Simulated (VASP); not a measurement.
# AlN (Fm-3m) in VASP: a series of runs

The runs below take AlN through single point, with PBE.

Program: VASP 6.6.1. These are calculated values, not measurements. Logs are shortened: lines on timing, memory, paths and dates and some standing lists are left out, and cuts for length are marked.

**1. The cell of the first run**

The structure is cubic, space group Fm-3m (No. 225). Conventional cell: a = 4.071 Å, b = 4.071 Å, c = 4.071 Å, α = 90.00°, β = 90.00°, γ = 90.00°. Al (site symmetry m-3m) has 6 N at 2.04 Å within 2.7 Å. Within 2.7 Å of N (site symmetry m-3m) lie 6 Al at 2.04 Å.

**2. Single point, PBE**

Contents of INCAR:

```
SYSTEM = AlN
  ALGO = Normal
  EDIFF = 1E-6
  ENCUT = 520
  GGA = PE
  ISIF = 2
  ISMEAR = 0
  LASPH = .True.
  LCHARG = .False.
  LREAL = .False.
  LWAVE = .False.
  NBANDS = 11
  NELM = 60
  PREC = Accurate
  SIGMA = 0.02
```

Contents of KPOINTS:

```
k-points
0
Gamma
  10 10 10
  0 0 0
```

Contents of POSCAR:

```
AlN
1.0
    0.0000000000      2.0352630592      2.0352630592
    2.0352630592      0.0000000000      2.0352630592
    2.0352630592      2.0352630592      0.0000000000
Al N
1 1
Direct
    0.5000000000      0.5000000000      0.5000000000
    0.0000000000      0.0000000000      0.0000000000
```

Potentials or basis: VASP PAW PBE potentials, release 64 (Al, N).

Run with:

```
$ cat potpaw_PBE.64/Al/POTCAR potpaw_PBE.64/N/POTCAR > POTCAR
$ mpirun -np 1 vasp_std > vasp.out
```

OUTCAR:

```text
SYSTEM = AlN
   EDIFF = 1E-6
   ENCUT = 520
   GGA = PE
   ISIF = 2
   ISMEAR = 0
   LASPH = .True.
   LREAL = .False.
   NELM = 60
   PREC = Accurate

 ion  position               nearest neighbor table
   1  0.500  0.500  0.500-   2 2.04   2 2.04   2 2.04   2 2.04   2 2.04   2 2.04
   2  0.000  0.000  0.000-   1 2.04   1 2.04   1 2.04   1 2.04   1 2.04   1 2.04

  LATTYP: Found a face centered cubic cell.
 ALAT       =     4.0705261184

  Lattice vectors:

 A1 = (   0.0000000000,   2.0352630592,   2.0352630592)
 A2 = (   2.0352630592,   0.0000000000,   2.0352630592)
 A3 = (   2.0352630592,   2.0352630592,   0.0000000000)

Analysis of symmetry for initial positions (statically):
=====================================================================
 Subroutine PRICEL returns:
 Original cell was already a primitive cell.

 Routine SETGRP: Setting up the symmetry group for a
 face centered cubic supercell.

 Subroutine GETGRP returns: Found 48 space group operations
 (whereof 48 operations were pure point group operations)
 out of a pool of 48 trial point group operations.

The static configuration has the point symmetry O_h .

Analysis of symmetry for dynamics (positions and initial velocities):
=====================================================================
 Subroutine PRICEL returns:
 Original cell was already a primitive cell.

 Routine SETGRP: Setting up the symmetry group for a
 face centered cubic supercell.

 Subroutine GETGRP returns: Found 48 space group operations
 (whereof 48 operations were pure point group operations)
 out of a pool of 48 trial point group operations.

The dynamic configuration has the point symmetry O_h .

 Subroutine INISYM returns: Found 48 space group operations
 (whereof 48 operations are pure point group operations),
 and found     1 'primitive' translations

----------------------------------------------------------------------------------------

                                     Primitive cell

  volume of cell :      16.8613

  direct lattice vectors                    reciprocal lattice vectors
     0.000000000  2.035263059  2.035263059    -0.245668489  0.245668489  0.245668489
     2.035263059  0.000000000  2.035263059     0.245668489 -0.245668489  0.245668489
     2.035263059  2.035263059  0.000000000     0.245668489  0.245668489 -0.245668489

  length of vectors
     2.878296621  2.878296621  2.878296621     0.425510304  0.425510304  0.425510304

  position of ions in fractional coordinates (direct lattice)
     0.500000000  0.500000000  0.500000000
     0.000000000  0.000000000  0.000000000

  ion indices of the primitive-cell ions
   primitive index   ion index
                 1           1
                 2           2

----------------------------------------------------------------------------------------

 KPOINTS: k-points

Automatic generation of k-mesh.
 Grid dimensions read from file:
 generate k-points for:   10   10   10

 Generating k-lattice:

  Cartesian coordinates                     Fractional coordinates (reciprocal lattice)
    -0.024566849  0.024566849  0.024566849     0.100000000  0.000000000  0.000000000
     0.024566849 -0.024566849  0.024566849     0.000000000  0.100000000  0.000000000
     0.024566849  0.024566849 -0.024566849     0.000000000  0.000000000  0.100000000

  Length of vectors
     0.042551030  0.042551030  0.042551030

  Shift w.r.t. Gamma in fractional coordinates (k-lattice)
     0.000000000  0.000000000  0.000000000

 Subroutine IBZKPT returns following result:
 ===========================================

 Found     47 irreducible k-points:

 Following reciprocal coordinates:
            Coordinates               Weight
  0.000000  0.000000  0.000000      1.000000
  0.100000  0.000000  0.000000      8.000000
  0.200000  0.000000  0.000000      8.000000
  0.300000  0.000000  0.000000      8.000000
  0.400000  0.000000  0.000000      8.000000
  0.500000  0.000000  0.000000      4.000000
[... 16 lines left out ...]
  0.300000  0.300000  0.000000      6.000000
  0.400000  0.300000  0.000000     24.000000
 [... further k-points ...]
   k-points           NKPTS =     47   k-points in BZ     NKDIM =     47   number of bands    NBANDS=     11
   number of dos      NEDOS =    301   number of ions     NIONS =      2
   total plane-waves  NPLWV =  13824
   dimension x,y,z NGX =    24 NGY =   24 NGZ =   24
   dimension x,y,z NGXF=    48 NGYF=   48 NGZF=   48
   ions per type =               1   1
   NGX,Y,Z   is equivalent  to a cutoff of  13.86, 13.86, 13.86 a.u.
   NGXF,Y,Z  is equivalent  to a cutoff of  27.72, 27.72, 27.72 a.u.
 SYSTEM =  AlN
   PREC   = accura    normal or accurate (medium, high low for compatibility)
   ISTART =      0    job   : 0-new  1-cont  2-samecut
   ICHARG =      2    charge: 1-file 2-atom 10-const
   ISPIN  =      1    spin polarized calculation?
   LNONCOLLINEAR =      F non collinear calculations
   LSORBIT =      F    spin-orbit coupling
   LASPH  =      T    aspherical Exc in radial PAW
   ENCUT  =  520.0 eV  38.22 Ry    6.18 a.u.   5.35  5.35  5.35*2*pi/ulx,y,z
   NELM   =     60;   NELMIN=  2; NELMDL= -5     # of ELM steps
   EDIFF  = 0.1E-05   stopping-criterion for ELM
   LREAL  =      F    real-space projection
   EDIFFG = 0.1E-04   stopping-criterion for IOM
   NSW    =      0    number of steps for IOM
   IBRION =     -1    ionic relax: 0-MD 1-quasi-New 2-CG
   NFREE  =      0    steps in history (QN), initial steepest desc. (CG)
   ISIF   =      2    stress and relaxation
   ISYM   =      2    0-nonsym 1-usesym 2-fastsym
   POTIM  = 0.5000    time-step for ionic-motion
   TEBEG  =    0.0;   TEEND  =   0.0 temperature during run
   PSTRESS=    0.0 pullay stress
   NELECT =       8.0000    total number of electrons
   NUPDOWN=      -1.0000    fix difference up-down
   EMIN   =  10.00;   EMAX   =-10.00  energy-range for DOS
   EFERMI =   0.00;   METHOD = LEGACY
   ISMEAR =     0;   SIGMA  =   0.02  broadening in eV -4-tet -1-fermi 0-gaus
   EFERMI_NEDOS =   21; number of points for ismear=-14 and -15
   IALGO  =     38    algorithm
   IMIX   =      4    mixing-type and parameters
     AMIX     =   0.40;   BMIX     =  1.00
     AMIX_MAG =   1.60;   BMIX_MAG =  1.00
  volume/ion in A,a.u.               =       8.43        56.89
  Fermi-wavevector in a.u.,A,eV,Ry     =   1.276853  2.412903 22.182312  1.630354
  Thomas-Fermi vector in A             =   2.409486
   LORBIT       =      0    0 simple, 1 ext, 2 COOP (PROOUT), +10 PAW based schemes
   GGA     = PE    functional components
   LHFCALC =     F    Hartree Fock is set to
   AEXX    =    0.0000 exact exchange contribution
   IVDW    =     0    specifies the selected vdW correction
   LEPSILON=     F    determine dielectric tensor
   LRPA    =     F    only Hartree local field effects (RPA)
 non-spin polarized calculation
 Gauss-broadening in eV      SIGMA  =   0.02
  energy-cutoff  :      520.00
  volume of cell :       16.86
 maximum number of plane-waves:       469
 NGX is ok and might be reduce to    24
   NGX = 11   NGY = 11   NGZ = 11

 number of electron       8.0000000 magnetization

 Free energy of the ion-electron system (eV)
  ---------------------------------------------------
  ext. energy  EPLUGINS =         0.00000000
  ---------------------------------------------------
  free energy    TOTEN  =       -14.54590612 eV

  energy without entropy =      -14.54590612  energy(sigma->0) =      -14.54590612

 E-fermi :   9.8659     XC(G=0): -12.1913

 val. band max:        9.7038381457   @ k =   0.0000   0.0000   0.0000
 cond. band min:      14.1170537305   @ k =   0.5000   0.5000   0.0000
 fundamental gap:      4.4132155848
 Fermi energy:         9.8659010066

 k-point     1 :       0.0000    0.0000    0.0000
  band No.  band energies     occupation
      1      -7.6670      2.00000
      2       9.7038      2.00000
      3       9.7038      2.00000
      4       9.7038      2.00000
      5      15.0946      0.00000
      6      21.8057      0.00000
      7      21.8057      0.00000
      8      21.8057      0.00000
      9      26.8924      0.00000
     10      27.3452      0.00000
     11      27.3452      0.00000

 k-point     2 :       0.1000    0.0000    0.0000
  band No.  band energies     occupation
      1      -7.4658      2.00000
      2       8.6863      2.00000
      3       9.5861      2.00000
      4       9.5861      2.00000
      5      15.7360      0.00000
      6      20.9012      0.00000
      7      22.0932      0.00000
      8      22.0932      0.00000
      9      25.7137      0.00000
     10      25.7137      0.00000
     11      27.6850      0.00000

 k-point     3 :       0.2000    0.0000    0.0000
  band No.  band energies     occupation
      1      -6.8810      2.00000
      2       6.5679      2.00000
      3       9.2999      2.00000
      4       9.2999      2.00000
      5      16.4304      0.00000
      6      20.3502      0.00000
      7      22.2215      0.00000
      8      22.2215      0.00000
      9      25.1601      0.00000
     10      25.1601      0.00000
     11      26.9944      0.00000
[... 267 lines left out ...]
 k-point    23 :       0.3000    0.3000    0.0000
  band No.  band energies     occupation
      1      -5.4593      2.00000
      2       4.9460      2.00000
      3       7.7217      2.00000
      4       7.7217      2.00000
      5      16.3686      0.00000
      6      16.4222      0.00000
      7      21.2311      0.00000
      8      25.1041      0.00000
      9      25.1041      0.00000
     10      30.0573      0.00000
     11      33.5181      0.00000

 k-point    24 :       0.4000    0.3000    0.0000
  band No.  band energies     occupation
      1      -4.7221      2.00000
      2       3.9367      2.00000
      3       6.9622      2.00000
      4       7.4691      2.00000
      5      15.7086      0.00000
      6      16.5735      0.00000
      7      21.6858      0.00000
      8      25.0593      0.00000
      9      25.7970      0.00000
     10      31.3145      0.00000
     11      34.1977      0.00000

 [... further k-points ...]

------------------------ aborting loop because EDIFF is reached ----------------------------------------

  FORCE on cell =-STRESS in cart. coord.  units (eV):
  Direction    XX          YY          ZZ          XY          YZ          ZX
  --------------------------------------------------------------------------------------
  -------------------------------------------------------------------------------------
  Total       -0.0281875     -0.0281875     -0.0281875      0.0000000     -0.0000000      0.0000000
  in kB       -2.6784046     -2.6784046     -2.6784046      0.0000000     -0.0000000      0.0000000
  external PRESSURE =      -2.6784046 kB  Pullay stress =       0.0000000 kB

 VOLUME and BASIS-vectors are now :
 -----------------------------------------------------------------------------
  energy-cutoff  :      520.00
  volume of cell :       16.86
      direct lattice vectors                 reciprocal lattice vectors
     0.000000000  2.035263059  2.035263059    -0.245668489  0.245668489  0.245668489
     2.035263059  0.000000000  2.035263059     0.245668489 -0.245668489  0.245668489
     2.035263059  2.035263059  0.000000000     0.245668489  0.245668489 -0.245668489

 POSITION                                       TOTAL-FORCE (eV/Angst)
 -----------------------------------------------------------------------------------
      2.03526      2.03526      2.03526        -0.000000      0.000000     -0.000000
      0.00000      0.00000      0.00000         0.000000      0.000000      0.000000
 -----------------------------------------------------------------------------------
    total drift:                                0.000000     -0.000000     -0.000000

  FREE ENERGIE OF THE ION-ELECTRON SYSTEM (eV)
  ---------------------------------------------------
  free  energy   TOTEN  =       -14.5459061173 eV

  energy  without entropy=      -14.5459061173  energy(sigma->0) =      -14.54590612
```

Run time: 11 s. Hardware: 1 thread of Intel Xeon 8259CL, shared host; peak memory 0.13 GiB.

Results:

```
Free energy            : -14.5459 eV
Pressure               : -0.3 GPa
Band gap on the k mesh : 4.41 eV (least direct gap 5.39 eV)
```

**3. Single point, PBE**

Contents of INCAR:

```
PREC = Accurate ; ENCUT = 520
EDIFF = 1E-6 ; ISMEAR = 0
SIGMA = 0.05 ; LREAL = F
LASPH = T ; NELM = 100
ALGO = Normal ; ISIF = 2
LWAVE = F ; LCHARG = F
GGA = PE ; NBANDS = 11
```

Contents of KPOINTS:

```
regular mesh
0
Gamma
  10 10 10
```

POSCAR is that of step 2.

Potentials or basis: VASP PAW PBE potentials, release 64 (Al, N).

Run with:

```
$ cat potpaw_PBE.64/Al/POTCAR potpaw_PBE.64/N/POTCAR > POTCAR
$ mpirun -np 1 vasp_std > vasp.out
```

Wall time 10 s (1 thread of Intel Xeon 8259CL, shared host); peak memory 0.13 GiB.

It converged, with:

| Quantity | Value |
| --- | --- |
| Free energy | -14.5459 eV |
| Pressure | -0.3 GPa |
| Band gap on the k mesh | 4.41 eV (least direct gap 5.39 eV) |

Levels at points of the mesh, in eV from the valence-band top:
| k point | band 1 | band 2 | band 3 | band 4 | band 5 | band 6 | band 7 | band 8 | band 9 |
| --- | --- | --- | --- | --- | --- | --- | --- | --- | --- |
| (0.00, 0.00, 0.00) | -17.37 | 0.00 | 0.00 | 0.00 | 5.39 | 12.10 | 12.10 | 12.10 | 17.19 |
| (0.50, 0.00, 0.00) | -14.19 | -8.18 | -1.04 | -1.04 | 6.01 | 10.84 | 10.84 | 13.00 | 15.88 |
| (0.50, 0.50, 0.00) | -13.24 | -7.25 | -2.75 | -2.75 | 4.41 | 5.34 | 13.80 | 16.93 | 16.93 |

(Part 1 of 2 ends here.)
